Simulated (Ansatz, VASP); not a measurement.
## FePb: VASP beside Ansatz

```
Fe Pb
1.0
     3.39864    0.00000    3.39864
     0.00000    3.39864    3.39864
     0.00000    0.00000    6.79728
Fe Pb
2 2
Direct
  0.00000 0.00000 0.00000
  0.00000 0.00000 0.50000
  0.50000 0.50000 0.75000
  0.50000 0.50000 0.25000
```

Alike in both runs: task single point; functional PBE; k mesh 12 × 12 × 6; occupations gaussian, width 0.1 eV; collinear spin.

|  | VASP | Ansatz |
| --- | --- | --- |
| version | VASP 6.6.1 | Ansatz 0.2.0 |
| potentials or method | VASP PAW PBE potentials, release 64 (Fe, Pb_d), cutoff 520 eV | scalar-relativistic, plane waves, PAW |
| valence electrons in the cell | 44 | 60 |

Ansatz gave:

```
gap on the k mesh at the Fermi level (eV)                     : none
pressure (GPa)                                                : 0.0
net moment per atom (μB)                                      : 0.00
size of the moment on the site where the two differ most (μB) : 2.47
```

**Question.** What did VASP give for the same quantities?

**Answer.** gap on the k mesh at the Fermi level (eV): none; pressure (GPa): -0.1; net moment per atom (μB): 0.00; size of the moment on the site where the two differ most (μB): 2.42.

Site moments also hang on the region over which each program counts them. A gap of «none» marks a metal or a gap that the smearing closes. VASP's potentials hold 44 valence electrons a cell and Ansatz's 60, so a difference there can come from the potentials and not from the codes.

Neither program's run includes spin-orbit coupling.
